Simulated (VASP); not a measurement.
A run of VASP 6.6.1:

INCAR

```
PREC = Accurate
ENCUT = 520
EDIFF = 1E-6
ISMEAR = 0
SIGMA = 0.018000000000000002
LREAL = False
LASPH = True
NELM = 60
ALGO = Normal
ISIF = 2
LWAVE = False
LCHARG = False
GGA = PE
NBANDS = 16
```

The input KPOINTS:

```
Automatic mesh
0
Gamma
  7 7 7
```

The input POSCAR:

```
HgTe
1.0
    0.0000000000      3.2145000000      3.2145000000
    3.2145000000      0.0000000000      3.2145000000
    3.2145000000      3.2145000000      0.0000000000
Hg Te
1 1
Direct
    0.0000000000      0.0000000000      0.0000000000
    0.7500000000      0.7500000000      0.7500000000
```

Potentials or basis: VASP PAW PBE potentials, release 64 (Hg, Te).

Launch:

```sh
$ cat potpaw_PBE.64/Hg/POTCAR potpaw_PBE.64/Te/POTCAR > POTCAR
$ mpirun -np 1 vasp_std > vasp.out
```

Hardware: 1 thread of Intel(R) Xeon(R) Platinum 8375C CPU @ 2.90GHz (Ice Lake), on a shared host.

Estimate the wall time of this run.

It took 31 s on 1 thread of Intel(R) Xeon(R) Platinum 8375C CPU @ 2.90GHz (Ice Lake) (shared host), peak memory 0.21 GiB. Counts: scf iterations 13, k points 20.
